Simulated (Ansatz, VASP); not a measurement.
## In3SbAs2 in VASP and in Ansatz

```
CELL_PARAMETERS angstrom
4.42781 0.00000 0.00000
-2.21390 3.83459 0.00000
0.00000 0.00000 10.85674
ATOMIC_POSITIONS crystal
As 0.00000 0.00000 0.00702
As 0.33333 0.66667 0.32734
Sb 0.66667 0.33333 0.66482
In 0.33333 0.66667 0.08305
In 0.66667 0.33333 0.40378
In 0.00000 0.00000 0.76398
```

Alike in both runs: task single point; functional PBE; k mesh 6 × 6 × 2; occupations fermi-dirac, width 0.02 eV; no spin polarisation.

|  | VASP | Ansatz |
| --- | --- | --- |
| version | VASP 6.6.1 | Ansatz 0.2.0 |
| potentials or method | VASP PAW PBE potentials, release 64 (As, Sb, In_d) | plane waves, PAW |
| plane-wave cutoff (eV) | 520 | 420 |
| valence electrons in the cell | 54 | 84 |

```tsv
	VASP	Ansatz	Ansatz less VASP
pressure (GPa)	1.8	1.8	-0.02
rms of the force components (eV/Å)	0.013	0.013	+0.0001
```

Atom by atom the forces differ by 0.002 eV/Å (rms over components). VASP's potentials hold 54 valence electrons a cell and Ansatz's 84, so a difference there can come from the potentials and not from the codes.

Neither program's run includes spin-orbit coupling.
